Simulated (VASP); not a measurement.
# As3Ru2 (Pm-3m) in VASP: single point with PBE

Aim: the single point of As3Ru2 with PBE.

All numbers are computed with VASP 6.6.1; they aren't measurements. Logs are shortened: lines on timing, memory, paths and dates and some standing lists are left out, and cuts for length are marked.

### Step 1. The cell of the first run

The structure is cubic, space group Pm-3m (No. 221). Conventional cell: a = 4.685 Å, b = 4.685 Å, c = 4.685 Å, α = 90.00°, β = 90.00°, γ = 90.00°. As (site symmetry 4/mmm) has 2 Ru at 2.34 Å within 3.1 Å. Ru (site symmetry m-3m) has 12 As at 3.31 Å and 8 Ru at 4.06 Å within 4.4 Å. Ru (site symmetry m-3m) has 6 As at 2.34 Å within 3.1 Å.

### Step 2. Single point, PBE, collinear spin, ferrimagnetic start

INCAR reads:

```
SYSTEM = As3Ru2
  PREC = Accurate
  ENCUT = 520
  EDIFF = 1E-7
  ISMEAR = 0
  SIGMA = 0.1
  LREAL = .FALSE.
  LASPH = .TRUE.
  NELM = 150
  ALGO = Normal
  ISIF = 2
  LWAVE = .FALSE.
  LCHARG = .FALSE.
  ISPIN = 2
  MAGMOM = 0 0 0 1.39 -0.17
  LORBIT = 11
  LMAXMIX = 4
  GGA = PE
  NBANDS = 34
```

KPOINTS reads:

```
regular mesh
0
G
  8 8 8
  0 0 0
```

POSCAR reads:

```
As3Ru2
1.0
    4.6847577540      0.0000000000      0.0000000000
    0.0000000000      4.6847577540      0.0000000000
    0.0000000000      0.0000000000      4.6847577540
As Ru
3 2
Direct
    0.5000000000      0.0000000000      0.0000000000
    0.0000000000      0.5000000000      0.0000000000
    0.0000000000      0.0000000000      0.5000000000
    0.5000000000      0.5000000000      0.5000000000
    0.0000000000      0.0000000000      0.0000000000
```

Potentials or basis: VASP PAW PBE potentials, release 64 (As, Ru_pv).

Started as:

```bash
$ cat potpaw_PBE.64/As/POTCAR potpaw_PBE.64/Ru_pv/POTCAR > POTCAR
$ mpirun -np 1 vasp_std > vasp.out
```

OUTCAR:

```text
SYSTEM = As3Ru2
   PREC = Accurate
   ENCUT = 520
   EDIFF = 1E-7
   ISMEAR = 0
   LREAL = .FALSE.
   LASPH = .TRUE.
   NELM = 150
   ISIF = 2
   ISPIN = 2
   LORBIT = 11
   GGA = PE

 ion  position               nearest neighbor table
   1  0.500  0.000  0.000-   5 2.34   5 2.34
   2  0.000  0.500  0.000-   5 2.34   5 2.34
   3  0.000  0.000  0.500-   5 2.34   5 2.34
   4  0.500  0.500  0.500-
   5  0.000  0.000  0.000-   1 2.34   2 2.34   3 2.34   3 2.34   2 2.34   1 2.34

  LATTYP: Found a simple cubic cell.
 ALAT       =     4.6847577540

  Lattice vectors:

 A1 = (   4.6847577540,   0.0000000000,   0.0000000000)
 A2 = (   0.0000000000,   4.6847577540,   0.0000000000)
 A3 = (   0.0000000000,   0.0000000000,   4.6847577540)

Analysis of symmetry for initial positions (statically):
=====================================================================
 Subroutine PRICEL returns:
 Original cell was already a primitive cell.

 Routine SETGRP: Setting up the symmetry group for a
 simple cubic supercell.

 Subroutine GETGRP returns: Found 48 space group operations
 (whereof 48 operations were pure point group operations)
 out of a pool of 48 trial point group operations.

The static configuration has the point symmetry O_h .

Analysis of symmetry for dynamics (positions and initial velocities):
=====================================================================
 Subroutine PRICEL returns:
 Original cell was already a primitive cell.

 Routine SETGRP: Setting up the symmetry group for a
 simple cubic supercell.

 Subroutine GETGRP returns: Found 48 space group operations
 (whereof 48 operations were pure point group operations)
 out of a pool of 48 trial point group operations.

The dynamic configuration has the point symmetry O_h .

Analysis of structural, dynamic, and magnetic symmetry:
=====================================================================
 Subroutine PRICEL returns:
 Original cell was already a primitive cell.

 Routine SETGRP: Setting up the symmetry group for a
 simple cubic supercell.

 Subroutine GETGRP returns: Found 48 space group operations
 (whereof 48 operations were pure point group operations)
 out of a pool of 48 trial point group operations.

The overall configuration has the point symmetry O_h .

 Subroutine INISYM returns: Found 48 space group operations
 (whereof 48 operations are pure point group operations),
 and found     1 'primitive' translations

----------------------------------------------------------------------------------------

                                     Primitive cell

  volume of cell :     102.8162

  direct lattice vectors                    reciprocal lattice vectors
     4.684757754  0.000000000  0.000000000     0.213458209  0.000000000  0.000000000
     0.000000000  4.684757754  0.000000000     0.000000000  0.213458209  0.000000000
     0.000000000  0.000000000  4.684757754     0.000000000  0.000000000  0.213458209

  length of vectors
     4.684757754  4.684757754  4.684757754     0.213458209  0.213458209  0.213458209

  position of ions in fractional coordinates (direct lattice)
     0.500000000  0.000000000  0.000000000
     0.000000000  0.500000000  0.000000000
     0.000000000  0.000000000  0.500000000
     0.500000000  0.500000000  0.500000000
     0.000000000  0.000000000  0.000000000

  ion indices of the primitive-cell ions
   primitive index   ion index
                 1           1
                 2           2
                 3           3
                 4           4
                 5           5

----------------------------------------------------------------------------------------

 KPOINTS: regular mesh

Automatic generation of k-mesh.
 Grid dimensions read from file:
 generate k-points for:    8    8    8

 Generating k-lattice:

  Cartesian coordinates                     Fractional coordinates (reciprocal lattice)
     0.026682276  0.000000000  0.000000000     0.125000000  0.000000000  0.000000000
     0.000000000  0.026682276  0.000000000     0.000000000  0.125000000  0.000000000
     0.000000000  0.000000000  0.026682276     0.000000000  0.000000000  0.125000000

  Length of vectors
     0.026682276  0.026682276  0.026682276

  Shift w.r.t. Gamma in fractional coordinates (k-lattice)
     0.000000000  0.000000000  0.000000000

 Subroutine IBZKPT returns following result:
 ===========================================

 Found     35 irreducible k-points:

 Following reciprocal coordinates:
            Coordinates               Weight
  0.000000  0.000000  0.000000      1.000000
  0.125000  0.000000  0.000000      6.000000
  0.250000  0.000000  0.000000      6.000000
  0.375000  0.000000  0.000000      6.000000
  0.500000  0.000000  0.000000      3.000000
  0.125000  0.125000  0.000000     12.000000
[... 16 lines left out ...]
  0.375000  0.375000  0.125000     24.000000
  0.500000  0.375000  0.125000     24.000000
 [... further k-points ...]
   k-points           NKPTS =     35   k-points in BZ     NKDIM =     35   number of bands    NBANDS=     34
   number of dos      NEDOS =    301   number of ions     NIONS =      5
   total plane-waves  NPLWV =  46656
   dimension x,y,z NGX =    36 NGY =   36 NGZ =   36
   dimension x,y,z NGXF=    72 NGYF=   72 NGZF=   72
   ions per type =               3   2
   NGX,Y,Z   is equivalent  to a cutoff of  12.78, 12.78, 12.78 a.u.
   NGXF,Y,Z  is equivalent  to a cutoff of  25.55, 25.55, 25.55 a.u.
 SYSTEM =  As3Ru2
   PREC   = accura    normal or accurate (medium, high low for compatibility)
   ISTART =      0    job   : 0-new  1-cont  2-samecut
   ICHARG =      2    charge: 1-file 2-atom 10-const
   ISPIN  =      2    spin polarized calculation?
   LNONCOLLINEAR =      F non collinear calculations
   LSORBIT =      F    spin-orbit coupling
   LASPH  =      T    aspherical Exc in radial PAW
   ENCUT  =  520.0 eV  38.22 Ry    6.18 a.u.   8.71  8.71  8.71*2*pi/ulx,y,z
   NELM   =    150;   NELMIN=  2; NELMDL= -5     # of ELM steps
   EDIFF  = 0.1E-06   stopping-criterion for ELM
   LREAL  =      F    real-space projection
   EDIFFG = 0.1E-05   stopping-criterion for IOM
   NSW    =      0    number of steps for IOM
   IBRION =     -1    ionic relax: 0-MD 1-quasi-New 2-CG
   NFREE  =      0    steps in history (QN), initial steepest desc. (CG)
   ISIF   =      2    stress and relaxation
   ISYM   =      2    0-nonsym 1-usesym 2-fastsym
   POTIM  = 0.5000    time-step for ionic-motion
   TEBEG  =    0.0;   TEEND  =   0.0 temperature during run
   PSTRESS=    0.0 pullay stress
   NELECT =      43.0000    total number of electrons
   NUPDOWN=      -1.0000    fix difference up-down
   EMIN   =  10.00;   EMAX   =-10.00  energy-range for DOS
   EFERMI =   0.00;   METHOD = LEGACY
   ISMEAR =     0;   SIGMA  =   0.10  broadening in eV -4-tet -1-fermi 0-gaus
   EFERMI_NEDOS =   21; number of points for ismear=-14 and -15
   IALGO  =     38    algorithm
   IMIX   =      4    mixing-type and parameters
     AMIX     =   0.40;   BMIX     =  1.00
     AMIX_MAG =   1.60;   BMIX_MAG =  1.00
  volume/ion in A,a.u.               =      20.56       138.77
  Fermi-wavevector in a.u.,A,eV,Ry     =   1.224270  2.313535 20.392913  1.498837
  Thomas-Fermi vector in A             =   2.359351
   LORBIT       =     11    0 simple, 1 ext, 2 COOP (PROOUT), +10 PAW based schemes
   GGA     = PE    functional components
   LHFCALC =     F    Hartree Fock is set to
   AEXX    =    0.0000 exact exchange contribution
   IVDW    =     0    specifies the selected vdW correction
   LEPSILON=     F    determine dielectric tensor
   LRPA    =     F    only Hartree local field effects (RPA)
 spin polarized calculation
 Gauss-broadening in eV      SIGMA  =   0.10
  energy-cutoff  :      520.00
  volume of cell :      102.82
 maximum number of plane-waves:      2800
 NGX is ok and might be reduce to    36
   NGX = 17   NGY = 17   NGZ = 17

 number of electron      42.9999984 magnetization       0.0007156

 Free energy of the ion-electron system (eV)
  ---------------------------------------------------
  ext. energy  EPLUGINS =         0.00000000
  ---------------------------------------------------
  free energy    TOTEN  =       -27.42143117 eV

  energy without entropy =      -27.40351822  energy(sigma->0) =      -27.41247470

 E-fermi :   6.0283     XC(G=0): -10.7016

 val. band max:        6.0188429735   @ k =   0.5000   0.5000   0.3750
 cond. band min:       6.0350533191   @ k =   0.2500   0.1250   0.1250
 fundamental gap:      0.0162103456
 Fermi energy:         6.0282945897

 spin component 1

 k-point     1 :       0.0000    0.0000    0.0000
  band No.  band energies     occupation
      1     -36.9054      1.00000
      2     -36.9054      1.00000
      3     -36.9054      1.00000
      4     -35.5051      1.00000
      5     -35.5051      1.00000
      6     -35.5051      1.00000
[... 25 lines left out ...]
     32      13.3282      0.00000
     33      15.5236      0.00000

 k-point     2 :       0.1250    0.0000    0.0000
  band No.  band energies     occupation
      1     -36.9053      1.00000
      2     -36.9053      1.00000
      3     -36.9049      1.00000
      4     -35.5052      1.00000
      5     -35.5051      1.00000
      6     -35.5051      1.00000
[... 25 lines left out ...]
     32      13.7938      0.00000
     33      14.8294      0.00000
[... 754 lines left out ...]
     32      14.1562      0.00000
     33      14.4103      0.00000

 k-point    24 :       0.5000    0.3750    0.1250
  band No.  band energies     occupation
      1     -36.9042      1.00000
      2     -36.9018      1.00000
      3     -36.9013      1.00000
      4     -35.5056      1.00000
      5     -35.5055      1.00000
      6     -35.5051      1.00000
[... 25 lines left out ...]
     32      13.8975      0.00000
     33      14.6056      0.00000

 [... further k-points ...]

 spin component 2

 k-point     1 :       0.0000    0.0000    0.0000
  band No.  band energies     occupation
      1     -36.9057      1.00000
      2     -36.9057      1.00000
      3     -36.9057      1.00000
      4     -35.5040      1.00000
      5     -35.5040      1.00000
      6     -35.5040      1.00000
[... 25 lines left out ...]
     32      13.3282      0.00000
     33      15.5236      0.00000

 k-point     2 :       0.1250    0.0000    0.0000
  band No.  band energies     occupation
      1     -36.9056      1.00000
      2     -36.9056      1.00000
      3     -36.9051      1.00000
      4     -35.5041      1.00000
      5     -35.5040      1.00000
      6     -35.5040      1.00000
[... 25 lines left out ...]
     32      13.7937      0.00000
     33      14.8295      0.00000
[... 754 lines left out ...]
     32      14.1561      0.00000
     33      14.4104      0.00000

 k-point    24 :       0.5000    0.3750    0.1250
  band No.  band energies     occupation
      1     -36.9044      1.00000
      2     -36.9020      1.00000
      3     -36.9015      1.00000
      4     -35.5045      1.00000
      5     -35.5044      1.00000
      6     -35.5040      1.00000
[... 25 lines left out ...]
     32      13.8976      0.00000
     33      14.6055      0.00000

 [... further k-points ...]

 [bands above 33 left out]

------------------------ aborting loop because EDIFF is reached ----------------------------------------

  FORCE on cell =-STRESS in cart. coord.  units (eV):
  Direction    XX          YY          ZZ          XY          YZ          ZX
  --------------------------------------------------------------------------------------
  -------------------------------------------------------------------------------------
  Total        0.0735332      0.0735332      0.0735332     -0.0000000     -0.0000000      0.0000000
  in kB        1.1458628      1.1458628      1.1458628     -0.0000000     -0.0000000      0.0000000
  external PRESSURE =       1.1458628 kB  Pullay stress =       0.0000000 kB

 VOLUME and BASIS-vectors are now :
 -----------------------------------------------------------------------------
  energy-cutoff  :      520.00
  volume of cell :      102.82
      direct lattice vectors                 reciprocal lattice vectors
     4.684757754  0.000000000  0.000000000     0.213458209  0.000000000  0.000000000
     0.000000000  4.684757754  0.000000000     0.000000000  0.213458209  0.000000000
     0.000000000  0.000000000  4.684757754     0.000000000  0.000000000  0.213458209

 POSITION                                       TOTAL-FORCE (eV/Angst)
 -----------------------------------------------------------------------------------
      2.34238      0.00000      0.00000         0.000000      0.000000      0.000000
      0.00000      2.34238      0.00000         0.000000      0.000000      0.000000
      0.00000      0.00000      2.34238         0.000000      0.000000      0.000000
      2.34238      2.34238      2.34238         0.000000      0.000000      0.000000
      0.00000      0.00000      0.00000         0.000000      0.000000      0.000000
 -----------------------------------------------------------------------------------
    total drift:                                0.000000      0.000000      0.000000

  FREE ENERGIE OF THE ION-ELECTRON SYSTEM (eV)
  ---------------------------------------------------
  free  energy   TOTEN  =       -27.4214311736 eV

  energy  without entropy=      -27.4035182243  energy(sigma->0) =      -27.41247470

 total charge

# of ion       s       p       d       tot
------------------------------------------
    1        1.301   1.329   0.061   2.691
    2        1.301   1.329   0.061   2.691
    3        1.301   1.329   0.061   2.691
    4        0.180   6.016   6.063  12.259
    5        0.373   6.339   6.332  13.044
--------------------------------------------------
tot          4.456  16.341  12.579  33.376

 magnetization (x)

# of ion       s       p       d       tot
------------------------------------------
    1       -0.000  -0.000  -0.000  -0.000
    2       -0.000  -0.000  -0.000  -0.000
    3       -0.000  -0.000  -0.000  -0.000
    4        0.000   0.000   0.001   0.001
    5        0.000   0.000  -0.000  -0.000
--------------------------------------------------
tot          0.000  -0.000   0.001   0.001
```

Wall time 14 min (1 thread of Oxide Virtual Turin-like, shared host); peak memory 0.32 GiB.

What came out:

```
Free energy                                           : -27.4214 eV
Pressure                                              : 0.1 GPa
Net moment                                            : 0.00 μB per cell
Valence electrons inside the program's atomic spheres : As 2.69; Ru 12.26, 13.04
```

Levels at points of the mesh, in eV from the Fermi level:
Spin up:
```csv
k point,band 18,band 19,band 20,band 21,band 22,band 23,band 24,band 25,band 26,band 27
"(0.00, 0.00, 0.00)",-0.42,-0.42,-0.42,-0.08,-0.08,-0.08,0.32,0.32,0.56,1.32
"(0.50, 0.00, 0.00)",-0.55,-0.31,-0.29,-0.29,-0.13,1.06,1.06,1.34,1.78,1.78
"(0.50, 0.50, 0.00)",-0.90,-0.59,-0.59,-0.46,-0.30,0.04,1.27,2.27,2.27,2.74
"(0.50, 0.50, 0.50)",-0.24,-0.24,-0.24,0.03,0.03,0.03,0.13,2.36,2.36,2.36
```
Spin down:
| k point | band 20 | band 21 | band 22 | band 23 | band 24 | band 25 |
| --- | --- | --- | --- | --- | --- | --- |
| (0.00, 0.00, 0.00) | -0.42 | -0.08 | -0.08 | -0.08 | 0.32 | 0.32 |
| (0.50, 0.00, 0.00) | -0.28 | -0.28 | -0.13 | 1.06 | 1.06 | 1.34 |
| (0.50, 0.50, 0.00) | -0.59 | -0.46 | -0.30 | 0.05 | 1.27 | 2.27 |
| (0.50, 0.50, 0.50) | -0.24 | 0.03 | 0.03 | 0.03 | 0.13 | 2.36 |
